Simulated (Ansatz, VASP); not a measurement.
# BAs in VASP and in Ansatz

```
B As
1.0
     0.00000    2.30711    2.30711
     2.30711    0.00000    2.30711
     2.30711    2.30711    0.00000
B As
1 1
Direct
  0.00000 0.00000 0.00000
  0.50000 0.50000 0.50000
```

Alike in both runs: functional PBE; k mesh 16 × 16 × 16; occupations fermi-dirac, width 0.1 eV; no spin polarisation.

Ansatz relaxed the structure, and its values are those at the end. VASP's run is a single point on that final structure, the one shown.

```csv
,VASP,Ansatz
version,VASP 6.6.1,Ansatz 0.2.0
potentials or method,"VASP PAW PBE potentials, release 64 (B, As)","PAW with Ansatz's default frozen-core files, scalar-relativistic"
plane-wave cutoff (eV),520,420
valence electrons in the cell,8,18
```

Ansatz gave:

| Quantity | Value |
| --- | --- |
| pressure (GPa) | 0.0 |

Task: What did VASP give for the same quantities?

Result: Pressure (GPa): 0.3.

VASP's potentials hold 8 valence electrons a cell and Ansatz's 18, so a difference there can come from the potentials and not from the codes.
